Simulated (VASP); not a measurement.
# Sr4TmSi (I4/mmm) in VASP: further runs

Runs on Sr4TmSi. Level: PBE. Tasks: single point.

Everything below comes from runs of VASP 6.6.1. Logs are shortened: lines on timing, memory, paths and dates and some standing lists are left out, and cuts for length are marked.

**1. The cell of the first run**

Symmetry: I4/mmm, No. 139, tetragonal system. Conventional cell: a = 8.438 Å, b = 8.438 Å, c = 7.200 Å, α = 90.00°, β = 90.00°, γ = 90.00°. Within 4.6 Å of Sr (site symmetry 2/m) lie 2 Tm at 3.48 Å and 2 Si at 3.48 Å and 6 Sr at 3.60 to 4.22 Å. Within 4.6 Å of Tm (site symmetry 4/mmm) lie 8 Sr at 3.48 Å and 2 Si at 3.60 Å. Within 4.6 Å of Si (site symmetry 4/mmm) lie 8 Sr at 3.48 Å and 2 Tm at 3.60 Å.

The cell was built from a structure type or drawn by symmetry, and may not be a known phase.

**2. Single point, PBE**

INCAR

```
PREC = Accurate
ENCUT = 500
EDIFF = 1E-6
ISMEAR = 0
SIGMA = 0.2
LREAL = False
LASPH = True
NELM = 200
ALGO = Normal
ISIF = 2
LWAVE = False
LCHARG = False
GGA = PE
NBANDS = 36
GGA_COMPAT = False
LMAXMIX = 6
```

KPOINTS

```
regular mesh
0
Gamma
  4 4 4
```

POSCAR

```
Sr4TmSi
1.0
   -4.2190824428      4.2190824428      3.5999269263
    4.2190824428     -4.2190824428      3.5999269263
    4.2190824428      4.2190824428     -3.5999269263
Sr Tm Si
4 1 1
Direct
    0.5000000000      0.5000000000      0.5000000000
    0.0000000000      0.0000000000      0.5000000000
    0.5000000000      0.0000000000      0.0000000000
    0.0000000000      0.5000000000      0.0000000000
    0.5000000000      0.5000000000      0.0000000000
    0.0000000000      0.0000000000      0.0000000000
```

Potentials or basis: VASP PAW PBE potentials, release 64 (Sr_sv, Tm_3, Si), 4f in core.

On the command line:

```sh
$ cat potpaw_PBE.64/Sr_sv/POTCAR potpaw_PBE.64/Tm_3/POTCAR potpaw_PBE.64/Si/POTCAR > POTCAR
$ mpirun -np 1 vasp_std > vasp.out
```

OUTCAR:

```text
PREC = Accurate
   ENCUT = 500
   EDIFF = 1E-6
   ISMEAR = 0
   LREAL = False
   LASPH = True
   NELM = 200
   ISIF = 2
   GGA = PE

 ion  position               nearest neighbor table
   1  0.500  0.500  0.500-   5 3.48   6 3.48   5 3.48   6 3.48   2 3.60   2 3.60   3 4.22   4 4.22
                             4 4.22   3 4.22
   2  0.000  0.000  0.500-   5 3.48   6 3.48   6 3.48   5 3.48   1 3.60   1 3.60   4 4.22   3 4.22
                             4 4.22   3 4.22
   3  0.500  0.000  0.000-   5 3.48   6 3.48   5 3.48   6 3.48   4 3.60   4 3.60   1 4.22   1 4.22
                             2 4.22   2 4.22
   4  0.000  0.500  0.000-   5 3.48   6 3.48   6 3.48   5 3.48   3 3.60   3 3.60   2 4.22   1 4.22
                             1 4.22   2 4.22
   5  0.500  0.500  0.000-   1 3.48   2 3.48   3 3.48   4 3.48   1 3.48   3 3.48   4 3.48   2 3.48

   6  0.000  0.000  0.000-   1 3.48   2 3.48   3 3.48   4 3.48   2 3.48   4 3.48   3 3.48   1 3.48

  LATTYP: Found a body centered tetragonal cell.
 ALAT       =     8.4381648856
 C/A-ratio  =     0.8532487751

  Lattice vectors:

 A1 = (  -4.2190824428,   4.2190824428,   3.5999269263)
 A2 = (   4.2190824428,  -4.2190824428,   3.5999269263)
 A3 = (   4.2190824428,   4.2190824428,  -3.5999269263)

Analysis of symmetry for initial positions (statically):
=====================================================================
 Subroutine PRICEL returns:
 Original cell was already a primitive cell.

 Routine SETGRP: Setting up the symmetry group for a
 body centered tetragonal supercell.

 Subroutine GETGRP returns: Found 16 space group operations
 (whereof 16 operations were pure point group operations)
 out of a pool of 16 trial point group operations.

The static configuration has the point symmetry D_4h.

Analysis of symmetry for dynamics (positions and initial velocities):
=====================================================================
 Subroutine PRICEL returns:
 Original cell was already a primitive cell.

 Routine SETGRP: Setting up the symmetry group for a
 body centered tetragonal supercell.

 Subroutine GETGRP returns: Found 16 space group operations
 (whereof 16 operations were pure point group operations)
 out of a pool of 16 trial point group operations.

The dynamic configuration has the point symmetry D_4h.

 Subroutine INISYM returns: Found 16 space group operations
 (whereof 16 operations are pure point group operations),
 and found     1 'primitive' translations

----------------------------------------------------------------------------------------

                                     Primitive cell

  volume of cell :     256.3243

  direct lattice vectors                    reciprocal lattice vectors
    -4.219082443  4.219082443  3.599926926     0.000000000  0.118509180  0.138891708
     4.219082443 -4.219082443  3.599926926     0.118509180  0.000000000  0.138891708
     4.219082443  4.219082443 -3.599926926     0.118509180  0.118509180  0.000000000

  length of vectors
     6.968557038  6.968557038  6.968557038     0.182579660  0.182579660  0.167597289

  position of ions in fractional coordinates (direct lattice)
     0.500000000  0.500000000  0.500000000
     0.000000000  0.000000000  0.500000000
     0.500000000  0.000000000  0.000000000
     0.000000000  0.500000000  0.000000000
     0.500000000  0.500000000  0.000000000
     0.000000000  0.000000000  0.000000000

  ion indices of the primitive-cell ions
   primitive index   ion index
                 1           1
                 2           2
                 3           3
                 4           4
                 5           5
                 6           6

----------------------------------------------------------------------------------------

 KPOINTS: regular mesh

Automatic generation of k-mesh.
 Grid dimensions read from file:
 generate k-points for:    4    4    4

 Generating k-lattice:

  Cartesian coordinates                     Fractional coordinates (reciprocal lattice)
     0.000000000  0.029627295  0.034722927     0.250000000  0.000000000  0.000000000
     0.029627295  0.000000000  0.034722927     0.000000000  0.250000000  0.000000000
     0.029627295  0.029627295  0.000000000     0.000000000  0.000000000  0.250000000

  Length of vectors
     0.045644915  0.045644915  0.041899322

  Shift w.r.t. Gamma in fractional coordinates (k-lattice)
     0.000000000  0.000000000  0.000000000

 Subroutine IBZKPT returns following result:
 ===========================================

 Found     13 irreducible k-points:

 Following reciprocal coordinates:
            Coordinates               Weight
  0.000000  0.000000  0.000000      1.000000
  0.250000  0.000000  0.000000      8.000000
  0.500000  0.000000  0.000000      4.000000
  0.250000  0.250000  0.000000      8.000000
  0.500000  0.250000  0.000000     16.000000
 -0.250000  0.250000  0.000000      4.000000
  0.500000  0.500000  0.000000      2.000000
  0.250000  0.250000  0.250000      2.000000
 -0.250000  0.250000  0.250000      4.000000
  0.500000  0.500000  0.250000      4.000000
 -0.250000  0.500000  0.250000      8.000000
 -0.250000 -0.250000  0.250000      2.000000
  0.500000  0.500000  0.500000      1.000000
   k-points           NKPTS =     13   k-points in BZ     NKDIM =     13   number of bands    NBANDS=     36
   number of dos      NEDOS =    301   number of ions     NIONS =      6
   total plane-waves  NPLWV = 157464
   dimension x,y,z NGX =    54 NGY =   54 NGZ =   54
   dimension x,y,z NGXF=   108 NGYF=  108 NGZF=  108
   ions per type =               4   1   1
   NGX,Y,Z   is equivalent  to a cutoff of  12.88, 12.88, 12.88 a.u.
   NGXF,Y,Z  is equivalent  to a cutoff of  25.77, 25.77, 25.77 a.u.
 SYSTEM =  unknown system
   PREC   = accura    normal or accurate (medium, high low for compatibility)
   ISTART =      0    job   : 0-new  1-cont  2-samecut
   ICHARG =      2    charge: 1-file 2-atom 10-const
   ISPIN  =      1    spin polarized calculation?
   LNONCOLLINEAR =      F non collinear calculations
   LSORBIT =      F    spin-orbit coupling
   LASPH  =      T    aspherical Exc in radial PAW
   ENCUT  =  500.0 eV  36.75 Ry    6.06 a.u.  12.71 12.71 12.71*2*pi/ulx,y,z
   NELM   =    200;   NELMIN=  2; NELMDL= -5     # of ELM steps
   EDIFF  = 0.1E-05   stopping-criterion for ELM
   LREAL  =      F    real-space projection
   EDIFFG = 0.1E-04   stopping-criterion for IOM
   NSW    =      0    number of steps for IOM
   IBRION =     -1    ionic relax: 0-MD 1-quasi-New 2-CG
   NFREE  =      0    steps in history (QN), initial steepest desc. (CG)
   ISIF   =      2    stress and relaxation
   ISYM   =      2    0-nonsym 1-usesym 2-fastsym
   POTIM  = 0.5000    time-step for ionic-motion
   TEBEG  =    0.0;   TEEND  =   0.0 temperature during run
   PSTRESS=    0.0 pullay stress
   NELECT =      53.0000    total number of electrons
   NUPDOWN=      -1.0000    fix difference up-down
   EMIN   =  10.00;   EMAX   =-10.00  energy-range for DOS
   EFERMI =   0.00;   METHOD = LEGACY
   ISMEAR =     0;   SIGMA  =   0.20  broadening in eV -4-tet -1-fermi 0-gaus
   EFERMI_NEDOS =   21; number of points for ismear=-14 and -15
   IALGO  =     38    algorithm
   IMIX   =      4    mixing-type and parameters
     AMIX     =   0.40;   BMIX     =  1.00
     AMIX_MAG =   1.60;   BMIX_MAG =  1.00
  volume/ion in A,a.u.               =      42.72       288.29
  Fermi-wavevector in a.u.,A,eV,Ry     =   0.968063  1.829374 12.750641  0.937146
  Thomas-Fermi vector in A             =   2.098001
   LORBIT       =      0    0 simple, 1 ext, 2 COOP (PROOUT), +10 PAW based schemes
   GGA     = PE    functional components
   LHFCALC =     F    Hartree Fock is set to
   AEXX    =    0.0000 exact exchange contribution
   IVDW    =     0    specifies the selected vdW correction
   LEPSILON=     F    determine dielectric tensor
   LRPA    =     F    only Hartree local field effects (RPA)
 non-spin polarized calculation
 Gauss-broadening in eV      SIGMA  =   0.20
  energy-cutoff  :      500.00
  volume of cell :      256.32
 maximum number of plane-waves:      6529
 NGX is ok and might be reduce to    54
   NGX = 25   NGY = 25   NGZ = 25

 number of electron      52.9999998 magnetization

 Free energy of the ion-electron system (eV)
  ---------------------------------------------------
  ext. energy  EPLUGINS =         0.00000000
  ---------------------------------------------------
  free energy    TOTEN  =       -14.98039990 eV

  energy without entropy =      -14.81772912  energy(sigma->0) =      -14.89906451

 E-fermi :   1.8552     XC(G=0):  -7.8980

 val. band max:        1.8055912079   @ k =   0.5000   0.5000   0.2500
 cond. band min:       1.8664154738   @ k =   0.5000   0.2500   0.0000
 fundamental gap:      0.0608242659
 Fermi energy:         1.8552222461

 k-point     1 :       0.0000    0.0000    0.0000
  band No.  band energies     occupation
      1     -34.1576      2.00000
      2     -34.1460      2.00000
      3     -34.1104      2.00000
      4     -34.1104      2.00000
      5     -24.2642      2.00000
      6     -24.1477      2.00000
[... 28 lines left out ...]
     35       4.6566      0.00000
     36       4.6978      0.00000

 k-point     2 :       0.2500    0.0000    0.0000
  band No.  band energies     occupation
      1     -34.1508      2.00000
      2     -34.1409      2.00000
      3     -34.1174      2.00000
      4     -34.1157      2.00000
      5     -24.2633      2.00000
      6     -24.1465      2.00000
[... 28 lines left out ...]
     35       4.2301      0.00000
     36       4.7934      0.00000
[... 388 lines left out ...]
     35       4.3701      0.00000
     36       4.5197      0.00000

 k-point    13 :       0.5000    0.5000    0.5000
  band No.  band energies     occupation
      1     -34.1521      2.00000
      2     -34.1521      2.00000
      3     -34.1161      2.00000
      4     -34.1049      2.00000
      5     -24.2606      2.00000
      6     -24.1426      2.00000
[... 28 lines left out ...]
     35       3.9265      0.00000
     36       4.1603      0.00000

------------------------ aborting loop because EDIFF is reached ----------------------------------------

  FORCE on cell =-STRESS in cart. coord.  units (eV):
  Direction    XX          YY          ZZ          XY          YZ          ZX
  --------------------------------------------------------------------------------------
  -------------------------------------------------------------------------------------
  Total        0.1386545      0.1386545      0.0494396      0.0000000      0.0000000      0.0000000
  in kB        0.8666723      0.8666723      0.3090265      0.0000000      0.0000000      0.0000000
  external PRESSURE =       0.6807904 kB  Pullay stress =       0.0000000 kB

 VOLUME and BASIS-vectors are now :
 -----------------------------------------------------------------------------
  energy-cutoff  :      500.00
  volume of cell :      256.32
      direct lattice vectors                 reciprocal lattice vectors
    -4.219082443  4.219082443  3.599926926     0.000000000  0.118509180  0.138891708
     4.219082443 -4.219082443  3.599926926     0.118509180  0.000000000  0.138891708
     4.219082443  4.219082443 -3.599926926     0.118509180  0.118509180  0.000000000

 POSITION                                       TOTAL-FORCE (eV/Angst)
 -----------------------------------------------------------------------------------
      2.10954      2.10954      1.79996        -0.000000      0.000000     -0.000000
      2.10954      2.10954     -1.79996         0.000000      0.000000     -0.000000
     -2.10954      2.10954      1.79996        -0.000000      0.000000     -0.000000
      2.10954     -2.10954      1.79996         0.000000     -0.000000     -0.000000
      0.00000      0.00000      3.59993         0.000000     -0.000000      0.000000
      0.00000      0.00000      0.00000        -0.000000      0.000000     -0.000000
 -----------------------------------------------------------------------------------
    total drift:                               -0.000000      0.000000     -0.000000

  FREE ENERGIE OF THE ION-ELECTRON SYSTEM (eV)
  ---------------------------------------------------
  free  energy   TOTEN  =       -14.9803998960 eV

  energy  without entropy=      -14.8177291211  energy(sigma->0) =      -14.89906451
```

Wall time 2.6 min (1 thread of Intel Xeon Platinum 8488C (Sapphire Rapids), shared host); peak memory 0.45 GiB.

Results:

```
Free energy            : -14.9804 eV
Pressure               : 0.1 GPa
Band gap on the k mesh : zero (an odd number of electrons rules out a gap without spin polarisation)
```

Caveat: spin-orbit coupling is left out, which moves the levels of the heavy elements; the 4f electrons are frozen in the core, so they carry no moment and show no levels. Spin polarisation is off, so any magnetic state and its effect on volume and gap are missing.

**3. Single point, PBE**

INCAR

```
ALGO = Normal ; EDIFF = 1E-6
ENCUT = 500 ; GGA = PE
GGA_COMPAT = False ; ISIF = 2
ISMEAR = 0 ; LASPH = True
LCHARG = False ; LMAXMIX = 6
LREAL = False ; LWAVE = False
NBANDS = 36 ; NELM = 200
PREC = Accurate ; SIGMA = 0.1
```

KPOINTS

```
k-points
0
Gamma
  4 4 4
```

POSCAR is that of step 2.

Potentials or basis: VASP PAW PBE potentials, release 64 (Sr_sv, Tm_3, Si), 4f in core.

On the command line:

```sh
$ cat potpaw_PBE.64/Sr_sv/POTCAR potpaw_PBE.64/Tm_3/POTCAR potpaw_PBE.64/Si/POTCAR > POTCAR
$ mpirun -np 1 vasp_std > vasp.out
```

OUTCAR:

```text
EDIFF = 1E-6
   ENCUT = 500
   GGA = PE
   ISIF = 2
   ISMEAR = 0
   LASPH = True
   LREAL = False
   NELM = 200
   PREC = Accurate

 ion  position               nearest neighbor table
   1  0.500  0.500  0.500-   5 3.48   6 3.48   5 3.48   6 3.48   2 3.60   2 3.60   3 4.22   4 4.22
                             4 4.22   3 4.22
   2  0.000  0.000  0.500-   5 3.48   6 3.48   6 3.48   5 3.48   1 3.60   1 3.60   4 4.22   3 4.22
                             4 4.22   3 4.22
   3  0.500  0.000  0.000-   5 3.48   6 3.48   5 3.48   6 3.48   4 3.60   4 3.60   1 4.22   1 4.22
                             2 4.22   2 4.22
   4  0.000  0.500  0.000-   5 3.48   6 3.48   6 3.48   5 3.48   3 3.60   3 3.60   2 4.22   1 4.22
                             1 4.22   2 4.22
   5  0.500  0.500  0.000-   1 3.48   2 3.48   3 3.48   4 3.48   1 3.48   3 3.48   4 3.48   2 3.48

   6  0.000  0.000  0.000-   1 3.48   2 3.48   3 3.48   4 3.48   2 3.48   4 3.48   3 3.48   1 3.48

  LATTYP: Found a body centered tetragonal cell.
 ALAT       =     8.4381648856
 C/A-ratio  =     0.8532487751

  Lattice vectors:

 A1 = (  -4.2190824428,   4.2190824428,   3.5999269263)
[... 177 lines left out ...]
 cond. band min:       1.8594025984   @ k =   0.5000   0.2500   0.0000
 fundamental gap:      0.0584573875
 Fermi energy:         1.8198565741

 k-point     1 :       0.0000    0.0000    0.0000
  band No.  band energies     occupation
      1     -34.1631      2.00000
      2     -34.1516      2.00000
      3     -34.1160      2.00000
      4     -34.1160      2.00000
      5     -24.2788      2.00000
      6     -24.1676      2.00000
[... 496 lines left out ...]
     35       3.9246      0.00000
     36       4.1602      0.00000

------------------------ aborting loop because EDIFF is reached ----------------------------------------

  FORCE on cell =-STRESS in cart. coord.  units (eV):
  Direction    XX          YY          ZZ          XY          YZ          ZX
  --------------------------------------------------------------------------------------
  -------------------------------------------------------------------------------------
  Total        0.0139519      0.0139519     -0.1033010      0.0000000      0.0000000      0.0000000
  in kB        0.0872074      0.0872074     -0.6456919      0.0000000      0.0000000      0.0000000
  external PRESSURE =      -0.1570924 kB  Pullay stress =       0.0000000 kB

 VOLUME and BASIS-vectors are now :
 -----------------------------------------------------------------------------
  energy-cutoff  :      500.00
  volume of cell :      256.32
      direct lattice vectors                 reciprocal lattice vectors
    -4.219082443  4.219082443  3.599926926     0.000000000  0.118509180  0.138891708
     4.219082443 -4.219082443  3.599926926     0.118509180  0.000000000  0.138891708
     4.219082443  4.219082443 -3.599926926     0.118509180  0.118509180  0.000000000

 POSITION                                       TOTAL-FORCE (eV/Angst)
 -----------------------------------------------------------------------------------
      2.10954      2.10954      1.79996        -0.000000      0.000000     -0.000000
      2.10954      2.10954     -1.79996        -0.000000      0.000000     -0.000000
     -2.10954      2.10954      1.79996         0.000000      0.000000     -0.000000
      2.10954     -2.10954      1.79996        -0.000000     -0.000000     -0.000000
      0.00000      0.00000      3.59993         0.000000     -0.000000      0.000000
      0.00000      0.00000      0.00000         0.000000      0.000000     -0.000000
 -----------------------------------------------------------------------------------
    total drift:                               -0.000000      0.000000     -0.000000

  FREE ENERGIE OF THE ION-ELECTRON SYSTEM (eV)
  ---------------------------------------------------
  free  energy   TOTEN  =       -14.9197504953 eV

  energy  without entropy=      -14.8812253893  energy(sigma->0) =      -14.90048794
```

stdout:

```text
POSCAR found type information on POSCAR SrTmSi
 POSCAR found :  3 types and       6 ions
 scaLAPACK will be used
 LDA part: xc-table for (Slater+PW92), standard interpolation
 POSCAR, INCAR and KPOINTS ok, starting setup
 FFT: planning ... GRIDC
 FFT: planning ... GRID_SOFT
 FFT: planning ... GRID
 WAVECAR not read
 entering main loop
```

Run time: 98 s. Hardware: 1 thread of AMD EPYC 9R45 (Zen 5), shared host; peak memory 0.42 GiB.

Results:

```yaml
Free_energy: -14.9198 eV
Pressure: 0.0 GPa
Band_gap_on_the_k_mesh: zero (an odd number of electrons rules out a gap without spin polarisation)
```

Levels at points of the mesh, in eV from the Fermi level:
```
           k point  band 23  band 24  band 25  band 26  band 27  band 28  band 29  band 30  band 31  band 32
(0.00, 0.00, 0.00)    -0.67    -0.58    -0.55    -0.49    -0.49    -0.25    -0.25     0.60     0.69     1.48
(0.50, 0.00, 0.00)    -1.30    -0.77    -0.76    -0.12     0.09     0.43     1.05     1.21     1.23     1.29
(0.50, 0.50, 0.00)    -1.38    -0.75    -0.21    -0.08     0.10     0.13     0.49     0.98     1.06     1.12
(0.50, 0.50, 0.50)    -1.96    -1.19    -0.35    -0.23    -0.23     1.10     1.35     1.35     1.48     1.48
```

Caveat: spin-orbit coupling is left out, which moves the levels of the heavy elements; the 4f electrons are frozen in the core, so they carry no moment and show no levels. Spin polarisation is off, so any magnetic state and its effect on volume and gap are missing.
